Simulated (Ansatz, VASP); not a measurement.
**Ir in VASP and in Ansatz**

```
Ir
1.0
     0.00000    1.91970    1.91970
     1.91970    0.00000    1.91970
     1.91970    1.91970    0.00000
Ir
1
Direct
  0.00000 0.00000 0.00000
```

Alike in both runs: task relaxation of cell and atoms; functional LDA; k mesh 14 × 14 × 14; occupations fermi-dirac, width 0.05 eV; collinear spin.

```csv
,VASP,Ansatz
version,VASP 6.6.1,Ansatz 0.2.0
potentials or method,"VASP PAW LDA potentials, release 64 (Ir), cutoff 600 eV","plane waves (420 eV) with PAW, scalar-relativistic"
valence electrons in the cell,9,17
```

Ansatz gave:

| Item | Value |
| --- | --- |
| net moment per atom (μB) | 0.00 |
| relaxed volume (Å³/atom) | 13.84 |
| relaxed cell length with the largest relative difference (Å) | 2.695 |

Q: What did VASP give for the same quantities?

A: net moment per atom (μB): 0.00; relaxed volume (Å³/atom): 13.94; relaxed cell length with the largest relative difference (Å): 2.701.

Ansatz warns that its potentials were made for another functional, while VASP's fit it. LDA's correlation is that of Perdew and Zunger in VASP and of Perdew and Wang (1992) in Ansatz. VASP's potentials hold 9 valence electrons a cell and Ansatz's 17, so a difference there can come from the potentials and not from the codes. Ansatz's warnings: seeded moment not kept.

Spin-orbit coupling is off throughout.
